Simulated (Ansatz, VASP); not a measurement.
# One calculation of MoSe, two programs

```
CELL_PARAMETERS angstrom
0.00000 2.72350 2.72350
5.44700 2.72350 2.72350
5.44700 5.44700 0.00000
ATOMIC_POSITIONS crystal
Mo 0.00000 0.00000 0.00000
Mo 0.00000 0.00000 0.50000
Se 0.50000 0.50000 0.00000
Se 0.50000 0.50000 0.50000
```

Alike in both runs: task single point; functional PBE; k mesh 12 × 12 × 6; occupations gaussian, width 0.1 eV; collinear spin; Hubbard terms Mo d U = 4.38 eV.

|  | VASP | Ansatz |
| --- | --- | --- |
| version | VASP 6.6.1 | Ansatz 0.2.0 |
| potentials or method | VASP PAW PBE potentials, release 64 (Mo_sv, Se), cutoff 500 eV | scalar-relativistic, plane waves, PAW |
| valence electrons in the cell | 40 | 60 |

|  | VASP | Ansatz | Ansatz less VASP |
| --- | --- | --- | --- |
| gap on the k mesh at the Fermi level (eV) | none | none | - |
| pressure (GPa) | 9.8 | 11.7 | +1.89 |
| net moment per atom (μB) | 0.00 | 0.00 | 0.000 |
| size of the moment on the site where the two differ most (μB) | 3.43 | 3.07 | -0.358 |

Site moments also hang on the region over which each program counts them. The programs project onto different local orbitals, so the same U acts differently, and such runs can settle in different states. A gap of «none» marks a metal or a gap that the smearing closes. VASP's potentials hold 40 valence electrons a cell and Ansatz's 60, so a difference there can come from the potentials and not from the codes. Ansatz's warnings: filled band counts differ across k points.
